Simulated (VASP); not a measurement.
Here is a VASP 6.6.1 calculation.

File INCAR:

```
ALGO = Normal
EDIFF = 1E-6
ENCUT = 520
GGA = PE
ISIF = 2
ISMEAR = 0
LASPH = True
LCHARG = False
LREAL = False
LWAVE = False
NBANDS = 18
NELM = 100
PREC = Accurate
SIGMA = 0.1
```

The input KPOINTS:

```
k-points
0
Gamma
  4 4 4
```

POSCAR

```
Be4TeAs
1.0
    5.0533139700      0.0000000000      0.0000000000
    0.0000000000      5.0533139700      0.0000000000
    0.0000000000      0.0000000000      5.0533139700
Be Te As
4 1 1
Direct
    0.2500000000      0.2500000000      0.2500000000
    0.7500000000      0.7500000000      0.2500000000
    0.7500000000      0.2500000000      0.7500000000
    0.2500000000      0.7500000000      0.7500000000
    0.0000000000      0.0000000000      0.0000000000
    0.5000000000      0.5000000000      0.5000000000
```

Potentials or basis: VASP PAW PBE potentials, release 64 (Be, Te, As).

Command:

```sh
$ cat potpaw_PBE.64/Be/POTCAR potpaw_PBE.64/Te/POTCAR potpaw_PBE.64/As/POTCAR > POTCAR
$ mpirun -np 1 vasp_std > vasp.out
```

Task: Estimate the pressure.

Result: 2.2 GPa.

Task: Estimate the band gap on the k mesh.

Result: Zero (an odd number of electrons rules out a gap without spin polarisation).

Caveat: spin-orbit coupling is left out, which moves the levels of the heavy elements.
